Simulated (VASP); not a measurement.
Wanted: the native input for a VASP 6.6.1 run.

```yaml
Task: single point
Functional: LDA
Potentials_or_basis: VASP PAW LDA potentials, release 64 (Hf_pv, O)
Cutoff: 520 eV
k_mesh: 8 × 8 × 8
Occupations: fermi-dirac, width 0.1 eV
Spin: no spin polarisation
Dipole_correction: no
Further_INCAR_settings: ALGO = Normal; EDIFF = 1e-07; NBANDS = 18
```

The structure of HfO2 lies in POSCAR:

```
HfO2
1.0
    0.0000000000      2.4873959231      2.4873959231
    2.4873959231      0.0000000000      2.4873959231
    2.4873959231      2.4873959231      0.0000000000
Hf O
1 2
Direct
    0.0000000000      0.0000000000      0.0000000000
    0.2500000000      0.2500000000      0.2500000000
    0.7500000000      0.7500000000      0.7500000000
```

The input as run:

INCAR

```
SYSTEM = HfO2
ALGO     = Normal         ! electronic algorithm
EDIFF    = 1E-7           ! SCF threshold, eV
ENCUT    = 520            ! plane-wave cutoff, eV
GGA      = CA             ! functional
ISIF     = 2              ! what is computed and relaxed
ISMEAR   = -1             ! smearing method
LASPH    = .TRUE.         ! aspherical terms in the spheres
LCHARG   = .FALSE.        ! write CHGCAR
LREAL    = .FALSE.        ! projectors in reciprocal space
LWAVE    = .FALSE.        ! write WAVECAR
NBANDS   = 18             ! bands
NELM     = 60             ! most SCF steps
PREC     = Accurate       ! precision mode
SIGMA    = 0.1            ! smearing width, eV
```

KPOINTS

```
k-points
0
G
  8 8 8
  0 0 0
```

Potentials or basis: VASP PAW LDA potentials, release 64 (Hf_pv, O).

Command:

```console
$ cat potpaw_LDA.64/Hf_pv/POTCAR potpaw_LDA.64/O/POTCAR > POTCAR
$ mpirun -np 1 vasp_std > vasp.out
```

It gave:

```json
{
  "Pressure": "1.3 GPa",
  "Band gap on the k mesh": "3.74 eV, direct"
}
```

Caveat: spin-orbit coupling is left out, which moves the levels of the heavy elements.

Run time: 23 s on 1 thread of Intel Xeon 8259CL, with other jobs on the host, peak memory 0.15 GiB.
